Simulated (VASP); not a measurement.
A run of VASP 6.6.1:

INCAR

```
ALGO = Normal ; EDIFF = 1E-6
ENCUT = 500 ; GGA = PS
GGA_COMPAT = False ; ISIF = 2
ISMEAR = 1 ; LASPH = True
LCHARG = True ; LELF = True
LREAL = False ; LVHAR = True
LWAVE = False ; NBANDS = 16
NELM = 120 ; PREC = Accurate
SIGMA = 0.1
```

File KPOINTS:

```
k-points
0
Gamma
  7 7 5
```

POSCAR

```
NbB2
1.0
    3.0700528292      0.0000000000      0.0000000000
   -1.5350264146      2.6587437410      0.0000000000
    0.0000000000      0.0000000000      3.2941220770
Nb B
1 2
Direct
    0.0000000000      0.0000000000      0.0000000000
    0.3333333333      0.6666666667      0.4999918144
    0.6666666667      0.3333333333      0.5000081856
```

Potentials or basis: VASP PAW PBE potentials, release 64 (Nb_sv, B).

The run is started by

```sh
$ cat potpaw_PBE.64/Nb_sv/POTCAR potpaw_PBE.64/B/POTCAR > POTCAR
$ mpirun -np 1 vasp_std > vasp.out
```

Hardware: 1 thread of Intel Xeon 8259CL, with other jobs on the host.

Task: Estimate the wall time of this run.

Result: It took 20 s on 1 thread of Intel Xeon 8259CL, with other jobs on the host, peak memory 0.14 GiB. Counts: scf iterations 12, k points 32.
